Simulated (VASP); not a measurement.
# SnSe (P1) in VASP: further runs, part 2 of 2

VASP 6.6.1. The steps go on from the part before.

## (4) Single point, LDA

Input file INCAR:

```
ALGO     = Normal         # electronic algorithm
EDIFF    = 1E-6           # SCF threshold, eV
ENCUT    = 500            # plane-wave cutoff, eV
GGA      = CA             # functional
GGA_COMPAT= False        
ISIF     = 2              # what is computed and relaxed
ISMEAR   = 0              # smearing method
LASPH    = True           # aspherical terms in the spheres
LCHARG   = True           # write CHGCAR
LELF     = True           # ELF
LREAL    = False          # projectors in reciprocal space
LVHAR    = True         
LWAVE    = False          # write WAVECAR
NBANDS   = 17             # bands
NELM     = 120            # most SCF steps
PREC     = Accurate       # precision mode
SIGMA    = 0.01           # smearing width, eV
```

Input file KPOINTS:

```
k-points
0
Gamma
  4 4 4
```

Input file POSCAR:

```
SnSe
1.0
    0.0000000000      3.0100000000      3.0100000000
    3.0100000000      0.0000000000      3.0100000000
    3.0100000000      3.0100000000      0.0000000000
Sn Se
1 1
Direct
   -0.0132649483      0.0083117140     -0.0031204371
    0.5095138959      0.4849208925      0.5062003056
```

Potentials or basis: VASP PAW LDA potentials, release 64 (Sn_d, Se).

Launch:

```sh
> cat potpaw_LDA.64/Sn_d/POTCAR potpaw_LDA.64/Se/POTCAR > POTCAR
> mpirun -np 1 vasp_std > vasp.out
```

OUTCAR:

```text
EDIFF = 1E-6
   ENCUT = 500
   GGA = CA
   ISIF = 2
   ISMEAR = 0
   LASPH = True
   LREAL = False
   NELM = 120
   PREC = Accurate

 ion  position               nearest neighbor table
   1  0.987  0.008  0.997-   2 2.91   2 2.97   2 3.01   2 3.01   2 3.05   2 3.11
   2  0.510  0.485  0.506-   1 2.91   1 2.97   1 3.01   1 3.01   1 3.05   1 3.11

  LATTYP: Found a face centered cubic cell.
 ALAT       =     6.0200000000

  Lattice vectors:

 A1 = (   0.0000000000,   3.0100000000,   3.0100000000)
 A2 = (   3.0100000000,   0.0000000000,   3.0100000000)
 A3 = (   3.0100000000,   3.0100000000,   0.0000000000)

Analysis of symmetry for initial positions (statically):
=====================================================================
 Subroutine PRICEL returns:
 Original cell was already a primitive cell.

 Routine SETGRP: Setting up the symmetry group for a
 face centered cubic supercell.

 Subroutine GETGRP returns: Found  1 space group operations
 (whereof  1 operations were pure point group operations)
 out of a pool of 48 trial point group operations.

The static configuration has the point symmetry C_1 .

Analysis of symmetry for dynamics (positions and initial velocities):
=====================================================================
 Subroutine PRICEL returns:
 Original cell was already a primitive cell.

 Routine SETGRP: Setting up the symmetry group for a
 face centered cubic supercell.

 Subroutine GETGRP returns: Found  1 space group operations
 (whereof  1 operations were pure point group operations)
 out of a pool of 48 trial point group operations.

The dynamic configuration has the point symmetry C_1 .

 Subroutine INISYM returns: Found  1 space group operations
 (whereof  1 operations are pure point group operations),
 and found     1 'primitive' translations

----------------------------------------------------------------------------------------

[... 111 lines left out ...]
     AMIX     =   0.40;   BMIX     =  1.00
     AMIX_MAG =   1.60;   BMIX_MAG =  1.00
  volume/ion in A,a.u.               =      27.27       184.03
  Fermi-wavevector in a.u.,A,eV,Ry     =   1.171768  2.214321 18.681350  1.373040
  Thomas-Fermi vector in A             =   2.308207
   LORBIT       =      0    0 simple, 1 ext, 2 COOP (PROOUT), +10 PAW based schemes
   GGA     = CA    functional components
   LHFCALC =     F    Hartree Fock is set to
   AEXX    =    0.0000 exact exchange contribution
   IVDW    =     0    specifies the selected vdW correction
   LEPSILON=     F    determine dielectric tensor
   LRPA    =     F    only Hartree local field effects (RPA)
 non-spin polarized calculation
 Gauss-broadening in eV      SIGMA  =   0.01
  energy-cutoff  :      500.00
  volume of cell :       54.54
 maximum number of plane-waves:      1411
 NGX is ok and might be reduce to    32
   NGX = 15   NGY = 15   NGZ = 15

 number of electron      20.0000000 magnetization

 Free energy of the ion-electron system (eV)
  ---------------------------------------------------
  ext. energy  EPLUGINS =         0.00000000
  ---------------------------------------------------
  free energy    TOTEN  =        -9.53081514 eV

  energy without entropy =       -9.53081514  energy(sigma->0) =       -9.53081514

 E-fermi :   5.3723     XC(G=0):  -9.8958

 val. band max:        5.3163518878   @ k =   0.5000   0.5000   0.5000
 cond. band min:       5.9116217339   @ k =   0.5000   0.5000   0.5000
 fundamental gap:      0.5952698461
 Fermi energy:         5.3723315459

 k-point     1 :       0.0000    0.0000    0.0000
  band No.  band energies     occupation
      1     -16.1044      2.00000
      2     -16.1041      2.00000
      3     -16.1004      2.00000
      4     -16.0998      2.00000
      5     -16.0998      2.00000
      6      -8.5145      2.00000
[... 457 lines left out ...]
      4     -16.0879      2.00000
      5     -16.0851      2.00000
      6      -7.4617      2.00000
[... 9 lines left out ...]
     16      16.0853      0.00000
     17      16.7898      0.00000

 [... further k-points ...]

------------------------ aborting loop because EDIFF is reached ----------------------------------------

  FORCE on cell =-STRESS in cart. coord.  units (eV):
  Direction    XX          YY          ZZ          XY          YZ          ZX
  --------------------------------------------------------------------------------------
  -------------------------------------------------------------------------------------
  Total       -1.5079121     -1.4271272     -1.5263172     -0.0126317     -0.0005798      0.0004684
  in kB      -44.2952475    -41.9221725    -44.8359014     -0.3710592     -0.0170309      0.0137599
  external PRESSURE =     -43.6844405 kB  Pullay stress =       0.0000000 kB

 VOLUME and BASIS-vectors are now :
 -----------------------------------------------------------------------------
  energy-cutoff  :      500.00
  volume of cell :       54.54
      direct lattice vectors                 reciprocal lattice vectors
     0.000000000  3.010000000  3.010000000    -0.166112957  0.166112957  0.166112957
     3.010000000  0.000000000  3.010000000     0.166112957 -0.166112957  0.166112957
     3.010000000  3.010000000  0.000000000     0.166112957  0.166112957 -0.166112957

 POSITION                                       TOTAL-FORCE (eV/Angst)
 -----------------------------------------------------------------------------------
      3.02563      5.97068      2.99509         0.018152     -0.047327      0.000800
      2.98327      3.05730      2.99325        -0.018152      0.047327     -0.000800
 -----------------------------------------------------------------------------------
    total drift:                               -0.000090      0.000054      0.000070

  FREE ENERGIE OF THE ION-ELECTRON SYSTEM (eV)
  ---------------------------------------------------
  free  energy   TOTEN  =        -9.5308151397 eV

  energy  without entropy=       -9.5308151397  energy(sigma->0) =       -9.53081514
```

stdout:

```text
POSCAR found type information on POSCAR SnSe
 POSCAR found :  2 types and       2 ions
 scaLAPACK will be used
 LDA part: xc-table for (Slater(with rela. corr.)+CA(PZ))
 , standard interpolation
 POSCAR, INCAR and KPOINTS ok, starting setup
 FFT: planning ... GRIDC
 FFT: planning ... GRID_SOFT
 FFT: planning ... GRID
 WAVECAR not read
 entering main loop
```

Run time: 8.8 s. Hardware: 1 thread of Intel Xeon 6975P-C (Granite Rapids), shared host; peak memory 0.17 GiB.

What came out:

```yaml
Free_energy: -9.5308 eV
Pressure: -4.4 GPa
Largest_force: 0.051 eV/Å
Band_gap_on_the_k_mesh: 0.60 eV
```

Forces in eV/Å, atoms in the order of the input:
```
Sn   0.018 -0.047  0.001
Se  -0.018  0.047 -0.001
```

Levels at points of the mesh, in eV from the valence-band top:
```csv
k point,band 6,band 7,band 8,band 9,band 10,band 11,band 12,band 13,band 14,band 15
"(0.00, 0.00, 0.00)",-13.83,-5.10,-2.14,-2.10,-2.10,4.22,4.23,4.33,5.96,6.04
"(0.50, 0.00, 0.00)",-12.91,-8.00,-1.90,-1.86,-0.05,0.64,1.29,1.33,8.21,10.18
"(0.00, 0.50, 0.00)",-12.91,-8.00,-1.90,-1.86,-0.05,0.64,1.29,1.33,8.21,10.18
"(0.00, 0.00, 0.50)",-12.90,-8.02,-1.90,-1.87,0.00,0.60,1.31,1.35,8.22,10.14
"(0.50, 0.50, 0.50)",-12.90,-8.02,-1.90,-1.87,0.00,0.60,1.31,1.35,8.22,10.14
"(0.50, 0.50, 0.00)",-12.63,-6.02,-5.39,-3.57,-3.53,3.00,5.36,5.42,5.93,10.58
"(0.00, 0.50, 0.50)",-12.63,-6.05,-5.36,-3.55,-3.55,3.01,5.36,5.40,5.94,10.59
"(0.50, 0.00, 0.50)",-12.63,-6.17,-5.25,-3.56,-3.56,3.07,5.34,5.35,5.96,10.59
```

Caveat: the k points lie up to 0.45 Å⁻¹ apart; spin-orbit coupling is left out, which moves the levels of the heavy elements. A k mesh can miss the band edges.

## (5) Single point, LDA

Input file INCAR:

```
SYSTEM = SnSe
ALGO     = Normal         ! electronic algorithm
EDIFF    = 1E-6           ! SCF threshold, eV
ENCUT    = 500            ! plane-wave cutoff, eV
GGA_COMPAT= .False.      
ISIF     = 2              ! what is computed and relaxed
ISMEAR   = 0              ! smearing method
LASPH    = .True.         ! aspherical terms in the spheres
LCHARG   = .False.        ! write CHGCAR
LREAL    = .False.        ! projectors in reciprocal space
LWAVE    = .False.        ! write WAVECAR
NBANDS   = 17             ! bands
NELM     = 120            ! most SCF steps
PREC     = Accurate       ! precision mode
SIGMA    = 0.01           ! smearing width, eV
```

Input file KPOINTS:

```
k-points
0
Gamma
  4 4 4
  0 0 0
```

Input file POSCAR:

```
SnSe
1.0
    0.0000000000      3.0100000000      3.0100000000
    3.0100000000      0.0000000000      3.0100000000
    3.0100000000      3.0100000000      0.0000000000
Sn Se
1 1
Direct
   -0.0142513723      0.0093229208     -0.0035613711
    0.5105000713      0.4839099336      0.5066410914
```

Launch:

```sh
> cat potpaw_LDA.64/Sn_d/POTCAR potpaw_LDA.64/Se/POTCAR > POTCAR
> mpirun -np 1 vasp_std > vasp.out
```

Wall time 8.9 s (1 thread of Intel Xeon 6975P-C (Granite Rapids), shared host); peak memory 0.17 GiB.

It converged, with:

```yaml
Free_energy: -9.5313 eV
Pressure: -4.3 GPa
Largest_force: 0.051 eV/Å
Band_gap_on_the_k_mesh: 0.59 eV
```

Forces on the atoms (eV/Å):
```
Sn   0.018 -0.048  0.001
Se  -0.018  0.048 -0.001
```

Stress tensor (GPa, compression positive):
```
-4.40 -0.04  0.00
-0.04 -4.12  0.00
 0.00  0.00 -4.47
```

Levels at points of the mesh, in eV from the valence-band top:
```tsv
k point	band 8	band 9	band 10	band 11	band 12	band 13
(0.00, 0.00, 0.00)	-2.14	-2.10	-2.10	4.21	4.22	4.33
(0.50, 0.00, 0.00)	-1.91	-1.86	-0.06	0.65	1.29	1.34
(0.00, 0.50, 0.00)	-1.91	-1.86	-0.06	0.65	1.29	1.34
(0.00, 0.00, 0.50)	-1.90	-1.87	0.00	0.60	1.31	1.36
(0.50, 0.50, 0.50)	-1.90	-1.87	0.00	0.59	1.31	1.36
(0.50, 0.50, 0.00)	-5.39	-3.57	-3.53	2.98	5.36	5.44
(0.00, 0.50, 0.50)	-5.36	-3.55	-3.55	3.00	5.37	5.41
(0.50, 0.00, 0.50)	-5.22	-3.56	-3.56	3.07	5.34	5.35
```

Caveat: the k points lie up to 0.45 Å⁻¹ apart; spin-orbit coupling is left out, which moves the levels of the heavy elements.
